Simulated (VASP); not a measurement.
## AlRu: single point with LDA

The system is AlRu.

```
CELL_PARAMETERS angstrom
2.99160 0.00000 0.00000
0.00000 2.99160 0.00000
0.00000 0.00000 2.99160
ATOMIC_POSITIONS crystal
Al 0.00000 0.02507 0.00000
Ru 0.50000 0.50000 0.50000
```

This cell differs from its parent crystal: all Al atoms moved +0.075 Å, as atom 1 along Cartesian [0 1 0].

- Program: VASP 6.6.1
- Task: single point
- Functional: LDA
- Potentials or basis: VASP PAW LDA potentials, release 64 (Al, Ru_pv)
- Cutoff: 520 eV
- k mesh: 16 × 16 × 16
- Occupations: gaussian, width 0.15 eV
- Spin: no spin polarisation

The pressure is -7.3 GPa and the largest force is 0.540 eV/Å. The band gap on the k mesh is zero (an odd number of electrons rules out a gap without spin polarisation).

Forces on the atoms (eV/Å):
```
Al   0.000 -0.540  0.000
Ru   0.000  0.540  0.000
```

Stress tensor (GPa, compression positive):
```
-7.14  0.00  0.00
 0.00 -7.55  0.00
 0.00  0.00 -7.14
```

Levels at points of the mesh, in eV from the Fermi level:
```
           k point  band 7  band 8  band 9  band 10  band 11  band 12
(0.00, 0.00, 0.00)    0.16    0.17    0.17     6.02     6.02     6.02
(0.50, 0.00, 0.00)   -1.63   -1.62    0.42     2.25     7.49    10.98
(0.00, 0.50, 0.00)   -1.62   -1.62    0.42     2.25     7.50    10.95
(0.50, 0.50, 0.00)   -1.33   -1.19   -1.18     1.49     5.25     6.20
(0.50, 0.00, 0.50)   -1.43   -1.09   -1.09     1.49     5.24     6.18
(0.50, 0.50, 0.50)    1.59    1.59    2.46     4.11     4.11     4.13
```

Run time: 44 s on 1 thread of Intel(R) Xeon(R) 6975P-C (Granite Rapids), on a shared host, peak memory 0.26 GiB.

Caveat: the cell differs from its parent crystal (all Al atoms moved +0.075 Å, as atom 1 along Cartesian [0 1 0]); the cell stands under tension.
